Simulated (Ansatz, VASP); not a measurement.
# Two plane-wave programs on TiO2

```
Ti O
1.0
    -1.79638    1.79638    5.52015
     1.79638   -1.79638    5.52015
     1.79638    1.79638   -5.52015
Ti O
2 4
Direct
  0.00000 0.00000 0.00000
  0.75000 0.25000 0.50000
  0.20528 0.20528 0.00000
  0.95528 0.45528 0.50000
  0.54472 0.04472 0.50000
  0.79472 0.79472 0.00000
```

Alike in both runs: task single point; functional PBE; k mesh 10 × 10 × 10; occupations gaussian, width 0.05 eV; no spin polarisation; Hubbard terms Ti d U = 4.0 eV.

```csv
,VASP,Ansatz
version,VASP 6.6.1,Ansatz 0.2.0
potentials or method,"VASP PAW PBE potentials, release 64 (Ti_sv, O), cutoff 520 eV","scalar-relativistic, plane waves, PAW"
valence electrons in the cell,48,48
```

Ansatz gave:

```
gap on the k mesh at the Fermi level (eV)                     : 2.79
least direct gap on the mesh (eV)                             : 3.07
pressure (GPa)                                                : 7.6
traceless stress, the component that is largest in VASP (GPa) : -18.13
rms of the force components (eV/Å)                            : 0.629
```

Task: Which values does VASP return?

Result: gap on the k mesh at the Fermi level (eV): 2.91; least direct gap on the mesh (eV): 3.09; pressure (GPa): 12.4; traceless stress, the component that is largest in VASP (GPa): -21.65; rms of the force components (eV/Å): 0.667.

The programs project onto different local orbitals, so the same U acts differently, and such runs can settle in different states. Atom by atom the forces differ by 0.038 eV/Å (rms over components).
